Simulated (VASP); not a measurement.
Write the native input for VASP 6.6.1 that does the following.

```yaml
Task: single point
Functional: PBE
Potentials_or_basis: VASP PAW PBE potentials, release 64 (Mg, O)
Cutoff: 520 eV
k_mesh: 10 × 10 × 10
Occupations: gaussian, width 0.02 eV
Spin: no spin polarisation
Dipole_correction: no
Further_INCAR_settings: ALGO = Normal; EDIFF = 1e-07; NBANDS = 11
```

The structure of MgO lies in POSCAR:

```
MgO
1.0
    0.0000000000      2.1268522620      2.1268522620
    2.1268522620      0.0000000000      2.1268522620
    2.1268522620      2.1268522620      0.0000000000
Mg O
1 1
Direct
    0.0000000000      0.0000000000      0.0000000000
    0.5000000000      0.5000000000      0.5000000000
```

These files were run (other wordings do the same):

INCAR

```
PREC = Accurate
ENCUT = 520
EDIFF = 1E-7
ISMEAR = 0
SIGMA = 0.02
LREAL = False
LASPH = True
NELM = 80
ALGO = Normal
ISIF = 2
LWAVE = False
LCHARG = True
GGA = PE
LELF = True
LVHAR = True
NBANDS = 11
```

KPOINTS

```
Automatic mesh
0
Gamma
  10 10 10
```

Potentials or basis: VASP PAW PBE potentials, release 64 (Mg, O).

Launch:

```sh
$ cat potpaw_PBE.64/Mg/POTCAR potpaw_PBE.64/O/POTCAR > POTCAR
$ mpirun -np 1 vasp_std > vasp.out
```

Results of the run:

```yaml
Pressure: -0.7 GPa
Band_gap_on_the_k_mesh: 4.44 eV, direct
```

Run time: 6.4 s on 1 thread of Intel(R) Xeon(R) Platinum 8375C CPU @ 2.90GHz (Ice Lake), with other jobs on the host, peak memory 0.14 GiB.
